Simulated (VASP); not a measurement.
# HfO2 (Fm-3m) in VASP: single point with HSE06

Aim: the single point of HfO2 with HSE06.

All numbers are computed with VASP 6.6.1; they aren't measurements. Logs are shortened: lines on timing, memory, paths and dates and some standing lists are left out, and cuts for length are marked.

### 1 The cell of the first run

Symmetry: Fm-3m, No. 225, cubic system. Conventional cell: a = 5.058 Å, b = 5.058 Å, c = 5.058 Å, α = 90.00°, β = 90.00°, γ = 90.00°. Within 2.9 Å of Hf (site symmetry m-3m) lie 8 O at 2.19 Å. Within 2.9 Å of O (site symmetry -43m) lie 4 Hf at 2.19 Å and 6 O at 2.53 Å.

### 2 Single point, HSE06

Contents of POSCAR:

```
HfO2
1.0
    0.0000000000      2.5291823181      2.5291823181
    2.5291823181      0.0000000000      2.5291823181
    2.5291823181      2.5291823181      0.0000000000
Hf O
1 2
Direct
    0.0000000000      0.0000000000      0.0000000000
    0.2500000000      0.2500000000      0.2500000000
    0.7500000000      0.7500000000      0.7500000000
```

Contents of INCAR.step1:

```
PREC = Accurate
ENCUT = 520
EDIFF = 1E-5
ISMEAR = 0
SIGMA = 0.01
LREAL = False
LASPH = True
NELM = 100
ALGO = Normal
ISIF = 2
LWAVE = True
LCHARG = False
NBANDS = 18
GGA = PE
```

Contents of INCAR.step2:

```
PREC = Accurate
ENCUT = 520
EDIFF = 1E-6
ISMEAR = 0
SIGMA = 0.01
LREAL = False
LASPH = True
NELM = 100
ALGO = Normal
ISIF = 2
LWAVE = False
LCHARG = False
GGA = PE
LHFCALC = True
HFSCREEN = 0.2079
PRECFOCK = Normal
NBANDS = 18
ISTART = 1
```

Contents of KPOINTS:

```
regular mesh
0
Gamma
  6 6 6
```

Potentials or basis: VASP PAW PBE potentials, release 64 (Hf_pv, O).

Command:

```sh
> cat potpaw_PBE.64/Hf_pv/POTCAR potpaw_PBE.64/O/POTCAR > POTCAR
> cp INCAR.step1 INCAR
> mpirun -np 1 vasp_std > vasp.out
> cp INCAR.step2 INCAR
> mpirun -np 1 vasp_std > vasp.out
```

OUTCAR:

```text
PREC = Accurate
   ENCUT = 520
   EDIFF = 1E-6
   ISMEAR = 0
   LREAL = False
   LASPH = True
   NELM = 100
   ISIF = 2
   GGA = PE
   LHFCALC = True
   HFSCREEN = 0.2079
   PRECFOCK = Normal
   ISTART = 1

 ion  position               nearest neighbor table
   1  0.000  0.000  0.000-   3 2.19   3 2.19   3 2.19   2 2.19   3 2.19   2 2.19   2 2.19   2 2.19

   2  0.250  0.250  0.250-   1 2.19   1 2.19   1 2.19   1 2.19
   3  0.750  0.750  0.750-   1 2.19   1 2.19   1 2.19   1 2.19

  LATTYP: Found a face centered cubic cell.
 ALAT       =     5.0583646362

  Lattice vectors:

 A1 = (   0.0000000000,   2.5291823181,   2.5291823181)
 A2 = (   2.5291823181,   0.0000000000,   2.5291823181)
 A3 = (   2.5291823181,   2.5291823181,   0.0000000000)

Analysis of symmetry for initial positions (statically):
=====================================================================
 Subroutine PRICEL returns:
 Original cell was already a primitive cell.

 Routine SETGRP: Setting up the symmetry group for a
 face centered cubic supercell.

 Subroutine GETGRP returns: Found 48 space group operations
 (whereof 48 operations were pure point group operations)
 out of a pool of 48 trial point group operations.

The static configuration has the point symmetry O_h .

Analysis of symmetry for dynamics (positions and initial velocities):
=====================================================================
 Subroutine PRICEL returns:
 Original cell was already a primitive cell.

 Routine SETGRP: Setting up the symmetry group for a
 face centered cubic supercell.

 Subroutine GETGRP returns: Found 48 space group operations
 (whereof 48 operations were pure point group operations)
 out of a pool of 48 trial point group operations.

The dynamic configuration has the point symmetry O_h .

 Subroutine INISYM returns: Found 48 space group operations
 (whereof 48 operations are pure point group operations),
 and found     1 'primitive' translations

----------------------------------------------------------------------------------------

                                     Primitive cell

  volume of cell :      32.3572

  direct lattice vectors                    reciprocal lattice vectors
     0.000000000  2.529182318  2.529182318    -0.197692352  0.197692352  0.197692352
[... 84 lines left out ...]
   NFREE  =      0    steps in history (QN), initial steepest desc. (CG)
   ISIF   =      2    stress and relaxation
   ISYM   =      3    0-nonsym 1-usesym 2-fastsym
   POTIM  = 0.5000    time-step for ionic-motion
   TEBEG  =    0.0;   TEEND  =   0.0 temperature during run
   PSTRESS=    0.0 pullay stress
   NELECT =      22.0000    total number of electrons
   NUPDOWN=      -1.0000    fix difference up-down
   EMIN   =  10.00;   EMAX   =-10.00  energy-range for DOS
   EFERMI =   0.00;   METHOD = LEGACY
   ISMEAR =     0;   SIGMA  =   0.01  broadening in eV -4-tet -1-fermi 0-gaus
   EFERMI_NEDOS =   21; number of points for ismear=-14 and -15
   IALGO  =     38    algorithm
   IMIX   =      1    mixing-type and parameters
     AMIX     =   0.40;   BMIX     =  1.00
     AMIX_MAG =   1.60;   BMIX_MAG =  1.00
  volume/ion in A,a.u.               =      10.79        72.79
  Fermi-wavevector in a.u.,A,eV,Ry     =   1.439546  2.720348 28.195259  2.072293
  Thomas-Fermi vector in A             =   2.558390
   LORBIT       =      0    0 simple, 1 ext, 2 COOP (PROOUT), +10 PAW based schemes
   GGA     = PE    functional components
   LHFCALC =     T    Hartree Fock is set to
   PRECFOCK=normal    Normal, Fast or Accurate (Low or Medium for compatibility)
   ENCUT4O =  -1.0   cutoff for four orbital integrals eV
   NKREDX  =     1    reduce k-point grid by
   NKREDY  =     1    reduce k-point grid by
   NKREDZ  =     1    reduce k-point grid by
   AEXX    =    0.2500 exact exchange contribution
   HFSCREEN=    0.2079 screening length (either q_TF or 0.3 A-1)
   HFSCREENC=   0.2079 screening length for correlation (either q_TF or 0.3 A-1)
   ENCUTFOCK=  -1.0 apply spherical cutoff to Coloumb kernel
   IVDW    =     0    specifies the selected vdW correction
   LEPSILON=     F    determine dielectric tensor
   LRPA    =     F    only Hartree local field effects (RPA)
 non-spin polarized calculation
 Gauss-broadening in eV      SIGMA  =   0.01
  energy-cutoff  :      520.00
  volume of cell :       32.36
 maximum number of plane-waves:       893
 NGX is ok and might be reduce to    28
  NGX = 20; NGY = 20; NGZ = 20

 number of electron      21.9999992 magnetization

 Free energy of the ion-electron system (eV)
  ---------------------------------------------------
  ext. energy  EPLUGINS =         0.00000000
  ---------------------------------------------------
  free energy    TOTEN  =       -36.26097317 eV

  energy without entropy =      -36.26097317  energy(sigma->0) =      -36.26097317

 E-fermi :   3.3645     XC(G=0):  -9.7260

 val. band max:        3.2929594257   @ k =   0.5000   0.5000   0.0000
 cond. band min:       8.6571192516   @ k =   0.5000   0.5000   0.0000
 fundamental gap:      5.3641598259
 Fermi energy:         3.3644554517

 k-point     1 :       0.0000    0.0000    0.0000
  band No.  band energies     occupation
      1     -27.8776      2.00000
      2     -27.8776      2.00000
      3     -27.8776      2.00000
      4     -17.2034      2.00000
      5     -13.9661      2.00000
      6      -2.5350      2.00000
[... 313 lines left out ...]
      5     -14.9478      2.00000
      6      -3.0504      2.00000
[... 10 lines left out ...]
     17      18.2363      0.00000
     18      18.9252      0.00000

------------------------ aborting loop because EDIFF is reached ----------------------------------------

  FORCE on cell =-STRESS in cart. coord.  units (eV):
  Direction    XX          YY          ZZ          XY          YZ          ZX
  --------------------------------------------------------------------------------------
  -------------------------------------------------------------------------------------
  Total       -1.0661512     -1.0661512     -1.0661512      0.0000000      0.0000000      0.0000000
  in kB      -52.7908866    -52.7908866    -52.7908866      0.0000000      0.0000000      0.0000000
  external PRESSURE =     -52.7908866 kB  Pullay stress =       0.0000000 kB

 VOLUME and BASIS-vectors are now :
 -----------------------------------------------------------------------------
  energy-cutoff  :      520.00
  volume of cell :       32.36
      direct lattice vectors                 reciprocal lattice vectors
     0.000000000  2.529182318  2.529182318    -0.197692352  0.197692352  0.197692352
     2.529182318  0.000000000  2.529182318     0.197692352 -0.197692352  0.197692352
     2.529182318  2.529182318  0.000000000     0.197692352  0.197692352 -0.197692352

 POSITION                                       TOTAL-FORCE (eV/Angst)
 -----------------------------------------------------------------------------------
      0.00000      0.00000      0.00000         0.000000      0.000000      0.000000
      1.26459      1.26459      1.26459        -0.000000     -0.000000     -0.000000
      3.79377      3.79377      3.79377         0.000000      0.000000      0.000000
 -----------------------------------------------------------------------------------
    total drift:                               -0.000000     -0.000000     -0.000000

  FREE ENERGIE OF THE ION-ELECTRON SYSTEM (eV)
  ---------------------------------------------------
  free  energy   TOTEN  =       -36.2609731730 eV

  energy  without entropy=      -36.2609731730  energy(sigma->0) =      -36.26097317
```

OSZICAR.step1:

```text
N       E                     dE             d eps       ncg     rms          rms(c)
DAV:   1     0.906020622814E+02    0.90602E+02   -0.12520E+04   576   0.120E+03
DAV:   2    -0.320236340644E+02   -0.12263E+03   -0.11946E+03   728   0.294E+02
DAV:   3    -0.359868316230E+02   -0.39632E+01   -0.39449E+01   660   0.465E+01
DAV:   4    -0.360105014729E+02   -0.23670E-01   -0.23659E-01   706   0.399E+00
DAV:   5    -0.360106465727E+02   -0.14510E-03   -0.14509E-03   638   0.287E-01    0.486E+01
DAV:   6    -0.303732212054E+02    0.56374E+01   -0.20095E+01   590   0.324E+01    0.421E+01
DAV:   7    -0.302818133906E+02    0.91408E-01   -0.64592E-01   668   0.667E+00    0.293E+01
DAV:   8    -0.302666606172E+02    0.15153E-01   -0.27648E-01   628   0.483E+00    0.947E+00
DAV:   9    -0.302457487151E+02    0.20912E-01   -0.63904E-02   606   0.213E+00    0.263E+00
DAV:  10    -0.302459417519E+02   -0.19304E-03   -0.32296E-03   648   0.435E-01    0.167E-01
DAV:  11    -0.302459827812E+02   -0.41029E-04   -0.16704E-04   662   0.112E-01    0.207E-01
DAV:  12    -0.302459951099E+02   -0.12329E-04   -0.37155E-05   618   0.408E-02    0.158E-02
DAV:  13    -0.302459959867E+02   -0.87679E-06   -0.14545E-06   414   0.930E-03
   1 F= -.30245996E+02 E0= -.30245996E+02  d E =-.499102E-23
```

Run time: 78 min. Hardware: 1 thread of Intel Xeon 8259CL, shared host; peak memory 0.28 GiB.

What came out:

```
Free energy            : -36.2610 eV
Pressure               : -5.3 GPa
Band gap on the k mesh : 5.36 eV
```

Caveat: the cell stands under tension; the PAW data sets were made with another functional, which shifts forces and pressure a little; spin-orbit coupling is left out, which moves the levels of the heavy elements. A k mesh can miss the band edges.
